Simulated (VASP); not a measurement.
# HfN (Fm-3m) in VASP: single point with PBE+D3(BJ)

Aim: the single point of HfN with PBE+D3(BJ).

All numbers are computed with VASP 6.6.1; they aren't measurements. Logs are shortened: lines on timing, memory, paths and dates and some standing lists are left out, and cuts for length are marked.

## 1. The cell of the first run

The structure is cubic, space group Fm-3m (No. 225). The conventional cell has a = 4.512 Å, b = 4.512 Å, c = 4.512 Å, α = 90.00°, β = 90.00°, γ = 90.00°. Hf (site symmetry m-3m) has 6 N at 2.26 Å within 3.0 Å. Within 3.0 Å of N (site symmetry m-3m) lie 6 Hf at 2.26 Å.

## 2. Single point, PBE+D3(BJ)

Contents of INCAR:

```
ALGO = Normal
EDIFF = 1E-6
ENCUT = 600
GGA = PE
GGA_COMPAT = False
ISIF = 2
ISMEAR = -1
IVDW = 12
LASPH = True
LCHARG = False
LREAL = False
LWAVE = False
NBANDS = 74
NELM = 120
PREC = Accurate
SIGMA = 0.1
```

Contents of KPOINTS:

```
k-points
0
Gamma
  3 3 3
```

Contents of POSCAR:

```
HfN
1.0
    0.0000000000      4.5120000000      4.5120000000
    4.5120000000      0.0000000000      4.5120000000
    4.5120000000      4.5120000000      0.0000000000
Hf N
8 8
Direct
    0.0000000000      0.0000000000      0.0000000000
    0.0000000000      0.0000000000      0.5000000000
    0.0000000000      0.5000000000      0.0000000000
    0.0000000000      0.5000000000      0.5000000000
    0.5000000000      0.0000000000      0.0000000000
    0.5000000000      0.0000000000      0.5000000000
    0.5000000000      0.5000000000      0.0000000000
    0.5000000000      0.5000000000      0.5000000000
    0.2500000000      0.2500000000      0.2500000000
    0.2500000000      0.2500000000      0.7500000000
    0.2500000000      0.7500000000      0.2500000000
    0.2500000000      0.7500000000      0.7500000000
    0.7500000000      0.2500000000      0.2500000000
    0.7500000000      0.2500000000      0.7500000000
    0.7500000000      0.7500000000      0.2500000000
    0.7500000000      0.7500000000      0.7500000000
```

Potentials or basis: VASP PAW PBE potentials, release 64 (Hf_pv, N).

Command:

```console
$ cat potpaw_PBE.64/Hf_pv/POTCAR potpaw_PBE.64/N/POTCAR > POTCAR
$ mpirun -np 1 vasp_std > vasp.out
```

OUTCAR:

```text
EDIFF = 1E-6
   ENCUT = 600
   GGA = PE
   ISIF = 2
   ISMEAR = -1
   IVDW = 12
   LASPH = True
   LREAL = False
   NELM = 120
   PREC = Accurate
 IVDW          = 12

 ion  position               nearest neighbor table
   1  0.000  0.000  0.000-  10 2.26  11 2.26  12 2.26  13 2.26  14 2.26  15 2.26   2 3.19   3 3.19
                             5 3.19   2 3.19   4 3.19   6 3.19   3 3.19   4 3.19   7 3.19   5 3.19
   2  0.000  0.000  0.500-   9 2.26  11 2.26  12 2.26  13 2.26  14 2.26  16 2.26   1 3.19   4 3.19
                             6 3.19   1 3.19   3 3.19   5 3.19   3 3.19   4 3.19   8 3.19   5 3.19
   3  0.000  0.500  0.000-   9 2.26  10 2.26  12 2.26  13 2.26  15 2.26  16 2.26   1 3.19   4 3.19
                             7 3.19   2 3.19   4 3.19   8 3.19   1 3.19   2 3.19   5 3.19   5 3.19
   4  0.000  0.500  0.500-   9 2.26  10 2.26  11 2.26  14 2.26  15 2.26  16 2.26   2 3.19   3 3.19
                             8 3.19   1 3.19   3 3.19   7 3.19   1 3.19   2 3.19   6 3.19   6 3.19
   5  0.500  0.000  0.000-   9 2.26  10 2.26  11 2.26  14 2.26  15 2.26  16 2.26   1 3.19   6 3.19
                             7 3.19   2 3.19   6 3.19   8 3.19   3 3.19   7 3.19   8 3.19   1 3.19
   6  0.500  0.000  0.500-   9 2.26  10 2.26  12 2.26  13 2.26  15 2.26  16 2.26   2 3.19   5 3.19
                             8 3.19   1 3.19   5 3.19   7 3.19   4 3.19   7 3.19   8 3.19   1 3.19
   7  0.500  0.500  0.000-   9 2.26  11 2.26  12 2.26  13 2.26  14 2.26  16 2.26   3 3.19   5 3.19
                             8 3.19   4 3.19   6 3.19   8 3.19   1 3.19   5 3.19   6 3.19   1 3.19
   8  0.500  0.500  0.500-  10 2.26  11 2.26  12 2.26  13 2.26  14 2.26  15 2.26   4 3.19   6 3.19
                             7 3.19   3 3.19   5 3.19   7 3.19   2 3.19   5 3.19   6 3.19   2 3.19
   9  0.250  0.250  0.250-   2 2.26   3 2.26   4 2.26   5 2.26   6 2.26   7 2.26
[... 13 lines left out ...]
 A1 = (   0.0000000000,   4.5120000000,   4.5120000000)
 A2 = (   4.5120000000,   0.0000000000,   4.5120000000)
 A3 = (   4.5120000000,   4.5120000000,   0.0000000000)

Analysis of symmetry for initial positions (statically):
=====================================================================
 Subroutine PRICEL returns following result:

  LATTYP: Found a face centered cubic cell.
 ALAT       =     4.5120000000

  Lattice vectors:

 A1 = (   0.0000000000,   2.2560000000,   2.2560000000)
 A2 = (   2.2560000000,   0.0000000000,   2.2560000000)
 A3 = (   2.2560000000,   2.2560000000,   0.0000000000)

   8 primitive cells build up your supercell.

 Routine SETGRP: Setting up the symmetry group for a
 face centered cubic supercell.

 Subroutine GETGRP returns: Found 48 space group operations
 (whereof 48 operations were pure point group operations)
 out of a pool of 48 trial point group operations.

The static configuration has the point symmetry O_h .

Analysis of symmetry for dynamics (positions and initial velocities):
[... 112 lines left out ...]
   NUPDOWN=      -1.0000    fix difference up-down
   EMIN   =  10.00;   EMAX   =-10.00  energy-range for DOS
   EFERMI =   0.00;   METHOD = LEGACY
   ISMEAR =    -1;   SIGMA  =   0.10  broadening in eV -4-tet -1-fermi 0-gaus
   EFERMI_NEDOS =   21; number of points for ismear=-14 and -15
   IALGO  =     38    algorithm
   IMIX   =      4    mixing-type and parameters
     AMIX     =   0.40;   BMIX     =  1.00
     AMIX_MAG =   1.60;   BMIX_MAG =  1.00
  volume/ion in A,a.u.               =      11.48        77.48
  Fermi-wavevector in a.u.,A,eV,Ry     =   1.420440  2.684242 27.451783  2.017649
  Thomas-Fermi vector in A             =   2.541355
   LORBIT       =      0    0 simple, 1 ext, 2 COOP (PROOUT), +10 PAW based schemes
   GGA     = PE    functional components
   LHFCALC =     F    Hartree Fock is set to
   AEXX    =    0.0000 exact exchange contribution
   IVDW    =    12    specifies the selected vdW correction
   LEPSILON=     F    determine dielectric tensor
   LRPA    =     F    only Hartree local field effects (RPA)
 non-spin polarized calculation
  energy-cutoff  :      600.00
  volume of cell :      183.71
 maximum number of plane-waves:      6183
 NGX is ok and might be reduce to    54
   NGX = 25   NGY = 25   NGZ = 25

 number of electron     120.0000002 magnetization

 Free energy of the ion-electron system (eV)
  ---------------------------------------------------
  ext. energy  EPLUGINS =         0.00000000
  ---------------------------------------------------
  free energy    TOTEN  =      -174.38633517 eV

  energy without entropy =     -174.30783976  energy(sigma->0) =     -174.34708746

 E-fermi :   8.5834     XC(G=0): -12.7535

 val. band max:        8.5287213315   @ k =   0.3333   0.0000   0.0000
 cond. band min:       8.8948458109   @ k =   0.3333   0.0000   0.0000
 fundamental gap:      0.3661244794
 Fermi energy:         8.5833506324

 k-point     1 :       0.0000    0.0000    0.0000
  band No.  band energies     occupation
      1     -23.6972      2.00000
      2     -23.6972      2.00000
      3     -23.6972      2.00000
      4     -23.6972      2.00000
      5     -23.5300      2.00000
      6     -23.5300      2.00000
[... 289 lines left out ...]
     71      11.5446      0.00000
     72      11.5666      0.00000
 [bands above 72 left out]

------------------------ aborting loop because EDIFF is reached ----------------------------------------

 Edisp (eV)   -6.20492

 E8    (eV) :    -2.9110

  FORCE on cell =-STRESS in cart. coord.  units (eV):
  Direction    XX          YY          ZZ          XY          YZ          ZX
  --------------------------------------------------------------------------------------
  -------------------------------------------------------------------------------------
  Total      -2.03799    -2.03799    -2.03799     0.00000     0.00000    -0.00000
  in kB     -17.77362   -17.77362   -17.77362     0.00000     0.00000    -0.00000
  external pressure =      -17.77 kB  Pullay stress =        0.00 kB

 VOLUME and BASIS-vectors are now :
 -----------------------------------------------------------------------------
  energy-cutoff  :      600.00
  volume of cell :      183.71
      direct lattice vectors                 reciprocal lattice vectors
     0.000000000  4.512000000  4.512000000    -0.110815603  0.110815603  0.110815603
     4.512000000  0.000000000  4.512000000     0.110815603 -0.110815603  0.110815603
     4.512000000  4.512000000  0.000000000     0.110815603  0.110815603 -0.110815603

 POSITION                                       TOTAL-FORCE (eV/Angst)
 -----------------------------------------------------------------------------------
      0.00000      0.00000      0.00000        -0.000000     -0.000000      0.000000
      2.25600      2.25600      0.00000         0.000000     -0.000000      0.000000
      2.25600      0.00000      2.25600         0.000000     -0.000000      0.000000
      4.51200      2.25600      2.25600        -0.000000     -0.000000      0.000000
      0.00000      2.25600      2.25600        -0.000000      0.000000     -0.000000
      2.25600      4.51200      2.25600        -0.000000      0.000000     -0.000000
[... 8 lines left out ...]
      4.51200      4.51200      6.76800         0.000000      0.000000     -0.000000
      6.76800      6.76800      6.76800         0.000000     -0.000000      0.000000
 -----------------------------------------------------------------------------------
    total drift:                               -0.000000      0.000000      0.000000

  FREE ENERGIE OF THE ION-ELECTRON SYSTEM (eV)
  ---------------------------------------------------
  free  energy   TOTEN  =      -180.5912569507 eV

  energy  without entropy=     -180.5127615310  energy(sigma->0) =     -180.55200924
```

stdout:

```text
POSCAR found type information on POSCAR HfN
 POSCAR found :  2 types and      16 ions
 scaLAPACK will be used
 LDA part: xc-table for (Slater+PW92), standard interpolation
 POSCAR, INCAR and KPOINTS ok, starting setup
 FFT: planning ... GRIDC
 FFT: planning ... GRID_SOFT
 FFT: planning ... GRID
 WAVECAR not read
 entering main loop
```

It took 81 s on 1 thread of Intel Xeon Platinum 8559C (Emerald Rapids), shared host; peak memory 0.4 GiB.

Results:

* Free energy: -180.5913 eV
* Pressure: -1.8 GPa
* Band gap on the k mesh: zero (bands 60 and 61 overlap by 0.46 eV)
* Dispersion energy per atom: -0.388 eV

Caveat: the k points lie up to 0.40 Å⁻¹ apart; three body term missing; spin-orbit coupling is left out, which moves the levels of the heavy elements.
